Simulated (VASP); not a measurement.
Here is a VASP 6.6.1 calculation.

The input INCAR:

```
SYSTEM = Au
  ALGO = Fast
  EDIFF = 1E-6
  EDIFFG = -0.005
  ENCUT = 600
  GGA = PS
  IBRION = 2
  ISIF = 3
  ISMEAR = 0
  LASPH = .TRUE.
  LCHARG = .FALSE.
  LREAL = .FALSE.
  LWAVE = .FALSE.
  NELM = 100
  NSW = 100
  PREC = Accurate
  SIGMA = 0.1
```

Contents of KPOINTS:

```
k-points
0
G
  18 18 10
  0 0 0
```

File POSCAR:

```
Au
1.0
    2.9000000000      0.0000000000      0.0000000000
   -1.4500000000      2.5114736710      0.0000000000
    0.0000000000      0.0000000000      4.8800000000
Au
2
Direct
    0.3333333333      0.6666666667      0.7500000000
    0.6666666667      0.3333333333      0.2500000000
```

Potentials or basis: VASP PAW PBE potentials, release 64 (Au).

Run with:

```console
$ cat potpaw_PBE.64/Au/POTCAR > POTCAR
$ mpirun -np 1 vasp_std > vasp.out
```

(1) What does it give for the band gap on the k mesh?

(2) Predict the space group after relaxing (to 0.1 Å).

(3) Predict the relaxed volume.

Results:

(1) zero (bands 11 and 12 overlap by 6.92 eV).

(2) P6_3/mmc (No. 194).

(3) 17.01 Å³/atom.

Caveat: the PAW data sets were made with another functional, which shifts forces and pressure a little; spin-orbit coupling is left out, which moves the levels of the heavy elements.
